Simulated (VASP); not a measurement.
SrO, 2 atoms in the cell. Symmetry: I4/mmm, No. 139, tetragonal system. Conventional cell: a = 3.634 Å, b = 3.634 Å, c = 4.985 Å, α = 90.00°, β = 90.00°, γ = 90.00°. Sr (site symmetry 4/mmm) has 6 O at 2.49 to 2.57 Å within 3.3 Å. Within 3.3 Å of O (site symmetry 4/mmm) lie 6 Sr at 2.49 to 2.57 Å.  This cell differs from its parent crystal: zz strain of -3 %.

| Quantity | Value |
| --- | --- |
| Program | VASP 6.6.1 |
| Task | electric field gradients |
| Functional | PBE |
| Potentials or basis | VASP PAW PBE potentials, release 64 (Sr_sv, O) |
| Cutoff | 520 eV |
| k mesh | 8 × 8 × 8 |
| Occupations | fermi-dirac, width 0.02 eV |
| Spin | no spin polarisation |
| Dipole correction | no |
| Further INCAR settings | ALGO = Normal; EDIFF = 1e-08; NBANDS = 15 |

Potentials or basis: VASP PAW PBE potentials, release 64 (Sr_sv, O).

Command:

```console
$ cat potpaw_PBE.64/Sr_sv/POTCAR potpaw_PBE.64/O/POTCAR > POTCAR
$ mpirun -np 1 vasp_std > vasp.out
```

Hardware: 1 thread of Intel(R) Xeon(R) Platinum 8488C (Sapphire Rapids), on a shared host.

Problem. How long does it take, and how much memory?

Solution. Wall time 22 s on 1 thread of Intel(R) Xeon(R) Platinum 8488C (Sapphire Rapids) (shared host), peak memory 0.17 GiB. Counts: scf iterations 16, k points 59.
